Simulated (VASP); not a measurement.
# Cl2 in VASP: settings compared

Cl2 is run at these levels: PBEsol, HSE06; tasks: single point.

Everything below comes from runs of VASP 6.6.1. Logs are shortened: lines on timing, memory, paths and dates and some standing lists are left out, and cuts for length are marked.

### 1 The cell of the first run

The cell holds a cluster in a box, 2 atoms: a = 11.000 Å, b = 11.500 Å, c = 12.000 Å, α = 90.00°, β = 90.00°, γ = 90.00°.

### 2 Single point, PBEsol

File INCAR:

```
PREC = Accurate
ENCUT = 520
EDIFF = 1E-6
ISMEAR = -1
SIGMA = 0.05
LREAL = F
LASPH = T
NELM = 80
ALGO = Normal
ISIF = 2
LWAVE = F
LCHARG = T
GGA = PS
LELF = T
LVHAR = T
NBANDS = 14
```

File KPOINTS:

```
Automatic mesh
0
Gamma
  1 1 1
```

File POSCAR:

```
Cl
1.0
   11.0000000000      0.0000000000      0.0000000000
    0.0000000000     11.5000000000      0.0000000000
    0.0000000000      0.0000000000     12.0000000000
Cl
2
Direct
    0.5000000000      0.5000000000      0.4171180000
    0.5000000000      0.5000000000      0.5828820000
```

Potentials or basis: VASP PAW PBE potentials, release 64 (Cl).

The run is started by

```
$ cat potpaw_PBE.64/Cl/POTCAR > POTCAR
$ mpirun -np 1 vasp_gam > vasp.out
```

OUTCAR:

```text
PREC = Accurate
   ENCUT = 520
   EDIFF = 1E-6
   ISMEAR = -1
   LREAL = F
   LASPH = T
   NELM = 80
   ISIF = 2
   GGA = PS

 ion  position               nearest neighbor table
   1  0.500  0.500  0.417-   2 1.99
   2  0.500  0.500  0.583-   1 1.99

  LATTYP: Found a simple orthorhombic cell.
 ALAT       =    11.0000000000
 B/A-ratio  =     1.0454545455
 C/A-ratio  =     1.0909090909

  Lattice vectors:

 A1 = (  11.0000000000,   0.0000000000,   0.0000000000)
 A2 = (   0.0000000000,  11.5000000000,   0.0000000000)
 A3 = (   0.0000000000,   0.0000000000,  12.0000000000)

Analysis of symmetry for initial positions (statically):
=====================================================================
 Subroutine PRICEL returns:
 Original cell was already a primitive cell.

 Routine SETGRP: Setting up the symmetry group for a
 simple orthorhombic supercell.

 Subroutine GETGRP returns: Found  8 space group operations
 (whereof  8 operations were pure point group operations)
 out of a pool of  8 trial point group operations.

The static configuration has the point symmetry D_2h.

Analysis of symmetry for dynamics (positions and initial velocities):
=====================================================================
 Subroutine PRICEL returns:
 Original cell was already a primitive cell.

 Routine SETGRP: Setting up the symmetry group for a
 simple orthorhombic supercell.

 Subroutine GETGRP returns: Found  8 space group operations
 (whereof  8 operations were pure point group operations)
 out of a pool of  8 trial point group operations.

The dynamic configuration has the point symmetry D_2h.

 Subroutine INISYM returns: Found  8 space group operations
 (whereof  8 operations are pure point group operations),
 and found     1 'primitive' translations

----------------------------------------------------------------------------------------

                                     Primitive cell

  volume of cell :    1518.0000

  direct lattice vectors                    reciprocal lattice vectors
    11.000000000  0.000000000  0.000000000     0.090909091  0.000000000  0.000000000
     0.000000000 11.500000000  0.000000000     0.000000000  0.086956522  0.000000000
     0.000000000  0.000000000 12.000000000     0.000000000  0.000000000  0.083333333

  length of vectors
    11.000000000 11.500000000 12.000000000     0.090909091  0.086956522  0.083333333

  position of ions in fractional coordinates (direct lattice)
     0.500000000  0.500000000  0.417118000
     0.500000000  0.500000000  0.582882000
[... 54 lines left out ...]
   LREAL  =      F    real-space projection
   EDIFFG = 0.1E-04   stopping-criterion for IOM
   NSW    =      0    number of steps for IOM
   IBRION =     -1    ionic relax: 0-MD 1-quasi-New 2-CG
   NFREE  =      0    steps in history (QN), initial steepest desc. (CG)
   ISIF   =      2    stress and relaxation
   ISYM   =      2    0-nonsym 1-usesym 2-fastsym
   POTIM  = 0.5000    time-step for ionic-motion
   TEBEG  =    0.0;   TEEND  =   0.0 temperature during run
   PSTRESS=    0.0 pullay stress
   NELECT =      14.0000    total number of electrons
   NUPDOWN=      -1.0000    fix difference up-down
   EMIN   =  10.00;   EMAX   =-10.00  energy-range for DOS
   EFERMI =   0.00;   METHOD = LEGACY
   ISMEAR =    -1;   SIGMA  =   0.05  broadening in eV -4-tet -1-fermi 0-gaus
   EFERMI_NEDOS =   21; number of points for ismear=-14 and -15
   IALGO  =     38    algorithm
   IMIX   =      4    mixing-type and parameters
     AMIX     =   0.40;   BMIX     =  1.00
     AMIX_MAG =   1.60;   BMIX_MAG =  1.00
  volume/ion in A,a.u.               =     759.00      5121.98
  Fermi-wavevector in a.u.,A,eV,Ry     =   0.343316  0.648772  1.603659  0.117866
  Thomas-Fermi vector in A             =   1.249398
   LORBIT       =      0    0 simple, 1 ext, 2 COOP (PROOUT), +10 PAW based schemes
   GGA     = PS    functional components
   LHFCALC =     F    Hartree Fock is set to
   AEXX    =    0.0000 exact exchange contribution
   IVDW    =     0    specifies the selected vdW correction
   LEPSILON=     F    determine dielectric tensor
   LRPA    =     F    only Hartree local field effects (RPA)
 non-spin polarized calculation
  energy-cutoff  :      520.00
  volume of cell :     1518.00
 maximum number of plane-waves:     20458
 NGX is ok and might be reduce to    84
   NGX = 41   NGY = 43   NGZ = 45

 number of electron      13.9999999 magnetization

 Free energy of the ion-electron system (eV)
  ---------------------------------------------------
  ext. energy  EPLUGINS =         0.00000000
  ---------------------------------------------------
  free energy    TOTEN  =        -3.84351210 eV

  energy without entropy =       -3.84351210  energy(sigma->0) =       -3.84351210

 E-fermi :  -5.7490     XC(G=0):  -0.6174

 val. band max:       -7.0135486434   @ k =   0.0000   0.0000   0.0000
 cond. band min:      -3.9528548699   @ k =   0.0000   0.0000   0.0000
 fundamental gap:      3.0606937735
 Fermi energy:        -5.7490484493

 k-point     1 :       0.0000    0.0000    0.0000
  band No.  band energies     occupation
      1     -23.2948      2.00000
      2     -18.9748      2.00000
      3     -11.7344      2.00000
      4      -9.7258      2.00000
      5      -9.7257      2.00000
      6      -7.0136      2.00000
      7      -7.0135      2.00000
      8      -3.9529      0.00000
      9      -0.2662      0.00000
     10       0.7756      0.00000
     11       0.8506      0.00000
     12       0.9449      0.00000
     13       1.0304      0.00000
     14       1.0743      0.00000

------------------------ aborting loop because EDIFF is reached ----------------------------------------

  FORCE on cell =-STRESS in cart. coord.  units (eV):
  Direction    XX          YY          ZZ          XY          YZ          ZX
  --------------------------------------------------------------------------------------
  -------------------------------------------------------------------------------------
  Total       -0.0206003     -0.0211900     -0.3701279      0.0000000      0.0000000      0.0000000
  in kB       -0.0217426     -0.0223650     -0.3906525      0.0000000      0.0000000      0.0000000
  external PRESSURE =      -0.1449201 kB  Pullay stress =       0.0000000 kB

 VOLUME and BASIS-vectors are now :
 -----------------------------------------------------------------------------
  energy-cutoff  :      520.00
  volume of cell :     1518.00
      direct lattice vectors                 reciprocal lattice vectors
    11.000000000  0.000000000  0.000000000     0.090909091  0.000000000  0.000000000
     0.000000000 11.500000000  0.000000000     0.000000000  0.086956522  0.000000000
     0.000000000  0.000000000 12.000000000     0.000000000  0.000000000  0.083333333

 POSITION                                       TOTAL-FORCE (eV/Angst)
 -----------------------------------------------------------------------------------
      5.50000      5.75000      5.00542         0.000000      0.000000      0.175631
      5.50000      5.75000      6.99458        -0.000000      0.000000     -0.175631
 -----------------------------------------------------------------------------------
    total drift:                                0.000000     -0.000000      0.000000

  FREE ENERGIE OF THE ION-ELECTRON SYSTEM (eV)
  ---------------------------------------------------
  free  energy   TOTEN  =        -3.8435121043 eV

  energy  without entropy=       -3.8435121042  energy(sigma->0) =       -3.84351210
```

stdout:

```text
POSCAR found type information on POSCAR Cl
 POSCAR found :  1 types and       2 ions
 scaLAPACK will be used
 -----------------------------------------------------------------------------
|                                                                             |
|                                                                             |
|     You enforced a specific xc type in the INCAR file but a different       |
|     I HOPE YOU KNOW WHAT YOU ARE DOING!                                     |
|                                                                             |
 -----------------------------------------------------------------------------

 LDA part: xc-table for (Slater+PW92), standard interpolation
 POSCAR, INCAR and KPOINTS ok, starting setup
 FFT: planning ... GRIDC
 FFT: planning ... GRID_SOFT
 FFT: planning ... GRID
 WAVECAR not read
 entering main loop
```

It took 1.8 min on 1 thread of Intel Xeon Platinum 8259CL at 2.50GHz (Skylake/Cascade Lake), shared host; peak memory 1 GiB.

What came out:

* Free energy: -3.8435 eV
* Largest force: 0.176 eV/Å

Forces on the atoms (eV/Å):
```
Cl   0.000  0.000  0.176
Cl   0.000  0.000 -0.176
```

Caveat: the PAW data sets were made with another functional, which shifts forces and pressure a little.

### 3 Single point, HSE06

POSCAR is that of step 2.

File INCAR.step1:

```
PREC     = Accurate       # precision mode
ENCUT    = 520            # plane-wave cutoff, eV
EDIFF    = 1E-5           # SCF threshold, eV
ISMEAR   = -1             # smearing method
SIGMA    = 0.05           # smearing width, eV
LREAL    = False          # projectors in reciprocal space
LASPH    = True           # aspherical terms in the spheres
NELM     = 80             # most SCF steps
ALGO     = Normal         # electronic algorithm
ISIF     = 2              # what is computed and relaxed
LWAVE    = True           # write WAVECAR
LCHARG   = False          # write CHGCAR
NBANDS   = 14             # bands
GGA      = PE             # functional
```

File INCAR.step2:

```
PREC     = Accurate       # precision mode
ENCUT    = 520            # plane-wave cutoff, eV
EDIFF    = 1E-6           # SCF threshold, eV
ISMEAR   = -1             # smearing method
SIGMA    = 0.05           # smearing width, eV
LREAL    = False          # projectors in reciprocal space
LASPH    = True           # aspherical terms in the spheres
NELM     = 80             # most SCF steps
ALGO     = Normal         # electronic algorithm
ISIF     = 2              # what is computed and relaxed
LWAVE    = False          # write WAVECAR
LCHARG   = False          # write CHGCAR
GGA      = PE             # functional
LHFCALC  = True           # exact exchange
HFSCREEN = 0.2079         # screening, 1/A
PRECFOCK = Normal       
NBANDS   = 14             # bands
ISTART   = 1
```

KPOINTS is that of step 2.

Potentials or basis: VASP PAW PBE potentials, release 64 (Cl).

The run is started by

```
$ cat potpaw_PBE.64/Cl/POTCAR > POTCAR
$ cp INCAR.step1 INCAR
$ mpirun -np 1 vasp_gam > vasp.out
$ cp INCAR.step2 INCAR
$ mpirun -np 1 vasp_gam > vasp.out
```

Run time: 6.4 min. Hardware: 1 thread of Intel Xeon Platinum 8259CL at 2.50GHz (Skylake/Cascade Lake), shared host; peak memory 1.1 GiB.

The run converged. Its results:

| Quantity | Value |
| --- | --- |
| Free energy | -5.2565 eV |
| Largest force | 0.471 eV/Å |

Forces on the atoms (eV/Å):
```
Cl   0.000  0.000  0.471
Cl   0.000  0.000 -0.471
```

Levels at points of the mesh, in eV from the Fermi level:
```csv
k point,band 3,band 4,band 5,band 6,band 7,band 8,band 9,band 10,band 11,band 12
"(0.00, 0.00, 0.00)",-5.86,-4.15,-4.15,-1.26,-1.26,3.53,6.58,7.59,7.70,7.76
```

Caveat: the PAW data sets were made with another functional, which shifts forces and pressure a little.
